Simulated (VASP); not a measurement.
# BN (Fm-3m) in VASP: further runs, part 2 of 2

VASP 6.6.1.

## Step 3: Single point, r2SCAN

Input file POSCAR:

```
BN
1.0
    0.0000000000      1.7458259350      1.7458259350
    1.7458259350      0.0000000000      1.7458259350
    1.7458259350      1.7458259350      0.0000000000
B N
1 1
Direct
    0.0000000000      0.0000000000      0.0000000000
    0.5000000000      0.5000000000      0.5000000000
```

Input file INCAR.step1:

```
SYSTEM = BN
PREC = Accurate
ENCUT = 520
ISMEAR = 0
SIGMA = 0.01
LREAL = .FALSE.
LASPH = .TRUE.
NELM = 80
NBANDS = 11
ISYM = 0
GGA = PE
ALGO = Normal
EDIFF = 1E-4
LWAVE = .TRUE.
LCHARG = .FALSE.
```

Input file INCAR.step2:

```
SYSTEM = BN
PREC = Accurate
ENCUT = 520
EDIFF = 1E-6
ISMEAR = 0
SIGMA = 0.01
LREAL = .FALSE.
LASPH = .TRUE.
NELM = 80
ALGO = Normal
ISIF = 2
LWAVE = .FALSE.
LCHARG = .FALSE.
METAGGA = R2SCAN
LMIXTAU = .TRUE.
NBANDS = 11
ISYM = 0
ISTART = 1
```

Input file KPOINTS:

```
regular mesh
0
G
  8 8 8
  0 0 0
```

Potentials or basis: VASP PAW PBE potentials, release 64 (B, N).

Run with:

```sh
$ cat potpaw_PBE.64/B/POTCAR potpaw_PBE.64/N/POTCAR > POTCAR
$ cp INCAR.step1 INCAR
$ mpirun -np 1 vasp_std > vasp.out
$ cp INCAR.step2 INCAR
$ mpirun -np 1 vasp_std > vasp.out
```

OUTCAR:

```text
SYSTEM = BN
   PREC = Accurate
   ENCUT = 520
   EDIFF = 1E-6
   ISMEAR = 0
   LREAL = .FALSE.
   LASPH = .TRUE.
   NELM = 80
   ISIF = 2
   METAGGA = R2SCAN
   ISYM = 0
   ISTART = 1

 ion  position               nearest neighbor table
   1  0.000  0.000  0.000-   2 1.75   2 1.75   2 1.75   2 1.75   2 1.75   2 1.75
   2  0.500  0.500  0.500-   1 1.75   1 1.75   1 1.75   1 1.75   1 1.75   1 1.75

IMPORTANT INFORMATION: All symmetrisations will be switched off!
NOSYMM: (Re-)initialisation of all symmetry stuff for point group C_1.

----------------------------------------------------------------------------------------

                                     Primitive cell

  volume of cell :      10.6422

  direct lattice vectors                    reciprocal lattice vectors
     0.000000000  1.745825935  1.745825935    -0.286397395  0.286397395  0.286397395
     1.745825935  0.000000000  1.745825935     0.286397395 -0.286397395  0.286397395
     1.745825935  1.745825935  0.000000000     0.286397395  0.286397395 -0.286397395

  length of vectors
     2.468970715  2.468970715  2.468970715     0.496054839  0.496054839  0.496054839

  position of ions in fractional coordinates (direct lattice)
     0.000000000  0.000000000  0.000000000
     0.500000000  0.500000000  0.500000000

  ion indices of the primitive-cell ions
   primitive index   ion index
                 1           1
                 2           2

----------------------------------------------------------------------------------------

 KPOINTS: regular mesh

Automatic generation of k-mesh.
 Grid dimensions read from file:
 generate k-points for:    8    8    8

 Generating k-lattice:

  Cartesian coordinates                     Fractional coordinates (reciprocal lattice)
    -0.035799674  0.035799674  0.035799674     0.125000000  0.000000000  0.000000000
     0.035799674 -0.035799674  0.035799674     0.000000000  0.125000000  0.000000000
     0.035799674  0.035799674 -0.035799674     0.000000000  0.000000000  0.125000000

  Length of vectors
     0.062006855  0.062006855  0.062006855
[... 77 lines left out ...]
  Thomas-Fermi vector in A             =   2.601562
   LORBIT       =      0    0 simple, 1 ext, 2 COOP (PROOUT), +10 PAW based schemes
   METAGGA = R2SCAN    functional components
   LHFCALC =     F    Hartree Fock is set to
   AEXX    =    0.0000 exact exchange contribution
   IVDW    =     0    specifies the selected vdW correction
   LEPSILON=     F    determine dielectric tensor
   LRPA    =     F    only Hartree local field effects (RPA)
 non-spin polarized calculation
 Gauss-broadening in eV      SIGMA  =   0.01
  energy-cutoff  :      520.00
  volume of cell :       10.64
 maximum number of plane-waves:       302
   NGX =  9   NGY =  9   NGZ =  9

 number of electron       7.9999998 magnetization

 Free energy of the ion-electron system (eV)
  ---------------------------------------------------
  ext. energy  EPLUGINS =         0.00000000
  ---------------------------------------------------
  free energy    TOTEN  =       -15.42666418 eV

  energy without entropy =      -15.42666418  energy(sigma->0) =      -15.42666418

 E-fermi :  10.3567     XC(G=0): -14.7033

 val. band max:       10.2244301553   @ k =  -0.2500  -0.2500  -0.3750
 cond. band min:      11.7048595062   @ k =   0.5000   0.5000   0.0000
 fundamental gap:      1.4804293510
 Fermi energy:        10.3566721858

 k-point     1 :       0.0000    0.0000    0.0000
  band No.  band energies     occupation
      1     -13.3423      2.00000
      2       9.4529      2.00000
      3       9.4529      2.00000
      4       9.4529      2.00000
      5      20.1950      0.00000
      6      23.5285      0.00000
      7      23.5285      0.00000
      8      23.5285      0.00000
      9      29.7683      0.00000
     10      29.7683      0.00000
     11      29.7683      0.00000
[... 309 lines left out ...]
 k-point    24 :       0.1250    0.1250   -0.1250
  band No.  band energies     occupation
      1     -11.6748      2.00000
      2       5.1657      2.00000
      3       7.8172      2.00000
      4       9.0256      2.00000
      5      17.0622      0.00000
      6      21.4655      0.00000
      7      22.4491      0.00000
      8      23.9549      0.00000
      9      26.5159      0.00000
     10      35.2111      0.00000
     11      35.9933      0.00000

 [... further k-points ...]
[... 5 lines left out ...]
  --------------------------------------------------------------------------------------
  -------------------------------------------------------------------------------------
  Total        0.0253688      0.0253688      0.0253687      0.0000509      0.0000509      0.0000509
  in kB        3.8192417      3.8192397      3.8192335      0.0076580      0.0076671      0.0076648
  external PRESSURE =       3.8192383 kB  Pullay stress =       0.0000000 kB

 VOLUME and BASIS-vectors are now :
 -----------------------------------------------------------------------------
  energy-cutoff  :      520.00
  volume of cell :       10.64
      direct lattice vectors                 reciprocal lattice vectors
     0.000000000  1.745825935  1.745825935    -0.286397395  0.286397395  0.286397395
     1.745825935  0.000000000  1.745825935     0.286397395 -0.286397395  0.286397395
     1.745825935  1.745825935  0.000000000     0.286397395  0.286397395 -0.286397395

 POSITION                                       TOTAL-FORCE (eV/Angst)
 -----------------------------------------------------------------------------------
      0.00000      0.00000      0.00000        -0.000000      0.000000     -0.000000
      1.74583      1.74583      1.74583         0.000000     -0.000000      0.000000
 -----------------------------------------------------------------------------------
    total drift:                                0.000000     -0.000000      0.000000

  FREE ENERGIE OF THE ION-ELECTRON SYSTEM (eV)
  ---------------------------------------------------
  free  energy   TOTEN  =       -15.4266641791 eV

  energy  without entropy=      -15.4266641791  energy(sigma->0) =      -15.42666418
```

OSZICAR.step1:

```text
N       E                     dE             d eps       ncg     rms          rms(c)
DAV:   1     0.116330166832E+02    0.11633E+02   -0.50602E+03  5912   0.735E+02
DAV:   2    -0.142881151593E+02   -0.25921E+02   -0.24613E+02  6781   0.157E+02
DAV:   3    -0.147671523381E+02   -0.47904E+00   -0.47824E+00  6815   0.179E+01
DAV:   4    -0.147675632934E+02   -0.41096E-03   -0.41095E-03  6308   0.581E-01
DAV:   5    -0.147675634884E+02   -0.19501E-06   -0.19502E-06  6257   0.132E-02    0.631E+00
DAV:   6    -0.139304982248E+02    0.83707E+00   -0.41977E+00  6263   0.106E+01    0.239E+00
DAV:   7    -0.139371410680E+02   -0.66428E-02   -0.78636E-02  6347   0.238E+00    0.157E+00
DAV:   8    -0.139414985744E+02   -0.43575E-02   -0.70753E-03  6053   0.633E-01    0.296E-01
DAV:   9    -0.139412664248E+02    0.23215E-03   -0.10560E-03  6122   0.173E-01    0.815E-02
DAV:  10    -0.139412752445E+02   -0.88197E-05   -0.37073E-05  3109   0.474E-02
   1 F= -.13941275E+02 E0= -.13941275E+02  d E =-.217305E-20
```

It took 61 s on 1 thread of Intel Xeon 6975P-C, shared host; peak memory 0.14 GiB.

Results:

```
Free energy            : -15.4267 eV
Pressure               : 0.4 GPa
Band gap on the k mesh : 1.48 eV, indirect (least direct gap 6.51 eV)
```

Levels at points of the mesh, in eV from the valence-band top:
```csv
k point,band 2,band 3,band 4,band 5,band 6,band 7
"(0.00, 0.00, 0.00)",-0.77,-0.77,-0.77,9.97,13.30,13.30
"(0.50, 0.00, 0.00)",-13.02,-0.59,-0.59,5.92,5.92,8.08
"(0.00, 0.50, 0.00)",-13.02,-0.59,-0.59,5.92,5.92,8.08
"(0.00, 0.00, 0.50)",-13.02,-0.59,-0.59,5.92,5.92,8.08
"(0.50, 0.50, 0.50)",-13.02,-0.59,-0.59,5.92,5.92,8.08
"(0.50, 0.50, 0.00)",-12.19,-5.76,-5.76,1.48,9.74,16.02
"(0.00, 0.50, 0.50)",-12.19,-5.76,-5.76,1.48,9.74,16.02
"(0.50, 0.00, 0.50)",-12.19,-5.76,-5.76,1.48,9.74,16.02
```

Caveat: the PAW data sets were made with another functional, which shifts forces and pressure a little.

## Step 4: Single point, HSE06

POSCAR is that of step 3.

Input file INCAR.step1:

```
SYSTEM = BN
ALGO     = Normal         ! electronic algorithm
EDIFF    = 1E-5           ! SCF threshold, eV
ENCUT    = 520            ! plane-wave cutoff, eV
GGA      = PE             ! functional
ISIF     = 2              ! what is computed and relaxed
ISMEAR   = 0              ! smearing method
LASPH    = .True.         ! aspherical terms in the spheres
LCHARG   = .False.        ! write CHGCAR
LREAL    = .False.        ! projectors in reciprocal space
LWAVE    = .True.         ! write WAVECAR
NBANDS   = 11             ! bands
NELM     = 80             ! most SCF steps
PREC     = Accurate       ! precision mode
SIGMA    = 0.01           ! smearing width, eV
```

Input file INCAR.step2:

```
SYSTEM = BN
ALGO     = Normal         ! electronic algorithm
EDIFF    = 1E-6           ! SCF threshold, eV
ENCUT    = 520            ! plane-wave cutoff, eV
GGA      = PE             ! functional
HFSCREEN = 0.2079         ! screening, 1/A
ISIF     = 2              ! what is computed and relaxed
ISMEAR   = 0              ! smearing method
ISTART   = 1            
LASPH    = .True.         ! aspherical terms in the spheres
LCHARG   = .False.        ! write CHGCAR
LHFCALC  = .True.         ! exact exchange
LREAL    = .False.        ! projectors in reciprocal space
LWAVE    = .False.        ! write WAVECAR
NBANDS   = 11             ! bands
NELM     = 80             ! most SCF steps
PREC     = Accurate       ! precision mode
PRECFOCK = Normal       
SIGMA    = 0.01           ! smearing width, eV
```

Input file KPOINTS:

```
k-points
0
Gamma
  6 6 6
  0 0 0
```

Run with:

```sh
$ cat potpaw_PBE.64/B/POTCAR potpaw_PBE.64/N/POTCAR > POTCAR
$ cp INCAR.step1 INCAR
$ mpirun -np 1 vasp_std > vasp.out
$ cp INCAR.step2 INCAR
$ mpirun -np 1 vasp_std > vasp.out
```

Run time: 2 min. Hardware: 1 thread of Intel Xeon 6975P-C, shared host; peak memory 0.22 GiB.

The run converged. Its results:

```
Free energy            : -16.5656 eV
Pressure               : -8.2 GPa
Band gap on the k mesh : 2.17 eV, indirect (least direct gap 7.23 eV)
```

Levels at points of the mesh, in eV from the valence-band top:
```
           k point  band 2  band 3  band 4  band 5  band 6  band 7
(0.00, 0.00, 0.00)   -1.07   -1.07   -1.07   10.86   14.06   14.06
(0.50, 0.00, 0.00)  -13.86   -0.75   -0.75    6.49    6.49    8.68
(0.50, 0.50, 0.00)  -13.02   -6.22   -6.22    2.17    9.91   16.87
```

Caveat: the k points lie up to 0.52 Å⁻¹ apart; the PAW data sets were made with another functional, which shifts forces and pressure a little.

## Step 5: Single point, PBE-based screened hybrid

POSCAR is that of step 4.

Input file INCAR.step1:

```
ALGO = Normal ; EDIFF = 1E-5
ENCUT = 520 ; GGA = PE
ISIF = 2 ; ISMEAR = 0
LASPH = T ; LREAL = F
LWAVE = T ; NBANDS = 11
NELM = 80 ; PREC = Accurate
SIGMA = 0.01
```

Input file INCAR.step2:

```
AEXX = 1.0 ; AGGAC = 1.0
ALDAC = 1.0 ; ALGO = Normal
EDIFF = 1E-7 ; ENCUT = 520
GGA = PE ; HFSCREEN = 0.5
ISIF = 2 ; ISMEAR = 0
ISTART = 1 ; LASPH = T
LCHARG = T ; LELF = T
LHFCALC = T ; LREAL = F
LVHAR = T ; LWAVE = F
NBANDS = 11 ; NELM = 80
PREC = Accurate ; PRECFOCK = Normal
SIGMA = 0.01
```

Input file KPOINTS:

```
k-points
0
Gamma
  6 6 6
```

Run with:

```sh
$ cat potpaw_PBE.64/B/POTCAR potpaw_PBE.64/N/POTCAR > POTCAR
$ cp INCAR.step1 INCAR
$ mpirun -np 1 vasp_std > vasp.out
$ cp INCAR.step2 INCAR
$ mpirun -np 1 vasp_std > vasp.out
```

Wall time 2.9 min (1 thread of Intel Xeon 6975P-C, shared host); peak memory 0.22 GiB.

It converged, with:

| Item | Value |
| --- | --- |
| Free energy | -20.5416 eV |
| Pressure | -32.1 GPa |
| Band gap on the k mesh | 3.19 eV, indirect (least direct gap 9.34 eV) |

Levels at points of the mesh, in eV from the valence-band top:
| k point | band 1 | band 2 | band 3 | band 4 | band 5 | band 6 | band 7 | band 8 | band 9 |
| --- | --- | --- | --- | --- | --- | --- | --- | --- | --- |
| (0.00, 0.00, 0.00) | -29.48 | -1.06 | -1.06 | -1.06 | 13.36 | 17.31 | 17.31 | 17.31 | 22.03 |
| (0.50, 0.00, 0.00) | -22.97 | -15.97 | -0.92 | -0.92 | 8.42 | 8.42 | 10.74 | 19.08 | 27.88 |
| (0.50, 0.50, 0.00) | -19.60 | -14.81 | -7.07 | -7.07 | 3.19 | 11.28 | 20.64 | 20.64 | 22.80 |

Caveat: the k points lie up to 0.52 Å⁻¹ apart; the PAW data sets were made with another functional, which shifts forces and pressure a little. A k mesh can miss the band edges.

## Step 6: Single point, PBE-based screened hybrid

POSCAR is that of step 5.

Input file INCAR.step1:

```
  ALGO = Normal
  EDIFF = 1E-5
  ENCUT = 520
  GGA = PE
  ISIF = 2
  ISMEAR = 0
  LASPH = T
  LCHARG = F
  LREAL = F
  LWAVE = T
  NBANDS = 11
  NELM = 60
  PREC = Accurate
  SIGMA = 0.01
```

Input file INCAR.step2:

```
  AEXX = 0.75
  ALGO = Normal
  EDIFF = 1E-6
  ENCUT = 520
  GGA = PE
  HFSCREEN = 0.2078
  ISIF = 2
  ISMEAR = 0
  ISTART = 1
  LASPH = T
  LCHARG = F
  LHFCALC = T
  LREAL = F
  LWAVE = F
  NBANDS = 11
  NELM = 60
  PREC = Accurate
  PRECFOCK = Normal
  SIGMA = 0.01
```

KPOINTS is that of step 5.

Potentials or basis: VASP PAW PBE potentials, release 64 (B, N).

Run with:

```sh
$ cat potpaw_PBE.64/B/POTCAR potpaw_PBE.64/N/POTCAR > POTCAR
$ cp INCAR.step1 INCAR
$ mpirun -np 1 vasp_std > vasp.out
$ cp INCAR.step2 INCAR
$ mpirun -np 1 vasp_std > vasp.out
```

Run time: 2.2 min. Hardware: 1 thread of Intel Xeon 6975P-C, shared host; peak memory 0.22 GiB.

The run converged. Its results:

```
Free energy            : -22.0700 eV
Pressure               : -29.9 GPa
Band gap on the k mesh : 4.43 eV, indirect (least direct gap 10.29 eV)
```

Levels at points of the mesh, in eV from the valence-band top:
```
           k point  band 2  band 3  band 4  band 5  band 6  band 7
(0.00, 0.00, 0.00)   -1.25   -1.25   -1.25   14.45   18.32   18.32
(0.50, 0.00, 0.00)  -16.09   -0.87   -0.87    9.42    9.42   11.82
(0.50, 0.50, 0.00)  -14.97   -7.16   -7.16    4.43   12.40   21.57
```

Caveat: the k points lie up to 0.52 Å⁻¹ apart; the PAW data sets were made with another functional, which shifts forces and pressure a little. A k mesh can miss the band edges.

## Step 7: Overview

| level | k mesh | smearing | grid for exact exchange (PRECFOCK) | screening parameter | share of exact exchange | gap on the mesh (eV) | pressure (GPa) |
| --- | --- | --- | --- | --- | --- | --- | --- |
| r2SCAN | 8 × 8 × 8 | methfessel-paxton 0.05 eV | - | - | - | 1.48 | 0.4 |
| r2SCAN | 8 × 8 × 8 | gaussian 0.01 eV | - | - | - | 1.48 | 0.4 |
| HSE06 | 6 × 6 × 6 | gaussian 0.01 eV | Normal | 0.2079 1/Å | - | 2.17 | -8.2 |
| PBE-based screened hybrid | 6 × 6 × 6 | gaussian 0.01 eV | Normal | 0.5 1/Å | 1 | 3.19 | -32.1 |
| PBE-based screened hybrid | 6 × 6 × 6 | gaussian 0.01 eV | Normal | 0.2078 1/Å | 0.75 | 4.43 | -29.9 |

Alike in all rows: task single point; potentials or basis VASP PAW PBE potentials, release 64 (B, N); no spin polarisation; cell as given; cutoff (eV) 520.

Caveats: some runs use coarse meshes; the PAW data sets were made with another functional, which shifts forces and pressure a little.

Absolute energies hang on the potentials; compare differences alone.
